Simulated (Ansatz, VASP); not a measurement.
# HfB2 in VASP and in Ansatz

Contents of INCAR:

```
ALGO = Normal
EDIFF = 1E-8
ENCUT = 520
GGA = PS
ISIF = 2
ISMEAR = -1
LASPH = True
LCHARG = False
LEFG = True
LREAL = False
LWAVE = False
NBANDS = 15
NELM = 60
PREC = Accurate
SIGMA = 0.05
```

KPOINTS

```
k-points
0
Gamma
  13 13 11
```

File POSCAR:

```
HfB2
1.0
    3.1504320712      0.0000000000      0.0000000000
   -1.5752160356      2.7283542065      0.0000000000
    0.0000000000      0.0000000000      3.4915615467
Hf B
1 2
Direct
    0.0000000000      0.0000000000      0.0000000000
    0.3333333333      0.6666666667      0.5000000000
    0.6666666667      0.3333333333      0.5000000000
```

Input for Ansatz:

```yaml
crystal:
  lattice:
    - [3.1504320712, 0.0, 0.0]
    - [-1.5752160356, 2.7283542065, 0.0]
    - [0.0, 0.0, 3.4915615467]
  atoms:
    - { symbol: Hf, position: [0.0, 0.0, 0.0] }
    - { symbol: B, position: [0.3333333333, 0.6666666667, 0.5] }
    - { symbol: B, position: [0.6666666667, 0.3333333333, 0.5] }
kpoints:
  mp_grid: { grid: [13, 13, 11] }
scf:
  occupations: { method: fermi_dirac, width: 0.05 }
hamiltonian:
  xc: pbesol
  pseudopotentials: { kind: paw }
output:
  forces: true
  stress: true
  eigenvalues: true
  efg: { contact_densities: true }
```

Change from the starting cell: volume scaled by 1.01, PAW files.

Alike in both runs: task electric field gradients; functional PBEsol; k mesh 13 × 13 × 11; occupations fermi-dirac, width 0.05 eV; no spin polarisation.

```csv
,VASP,Ansatz
version,VASP 6.6.1,Ansatz 0.2.0
potentials or method,"VASP PAW PBE potentials, release 64 (Hf_pv, B)","PAW with Ansatz's default frozen-core files, scalar-relativistic"
plane-wave cutoff (eV),520,420
valence electrons in the cell,16,32
```

```csv
,VASP,Ansatz,Ansatz less VASP
pressure (GPa),-6.9,-6.8,+0.15
"traceless stress, the component that is largest in VASP (GPa)",-0.57,-0.72,-0.154
size of Vzz on the site where it differs most (V/Å²),79.7,107.5,+27.86
```

VASP's potentials were made for PBE, not for PBEsol. With one functional, cell and mesh, what is left measures potentials, basis and numerics. VASP's potentials hold 16 valence electrons a cell and Ansatz's 32, so a difference there can come from the potentials and not from the codes.

Neither program's run includes spin-orbit coupling.
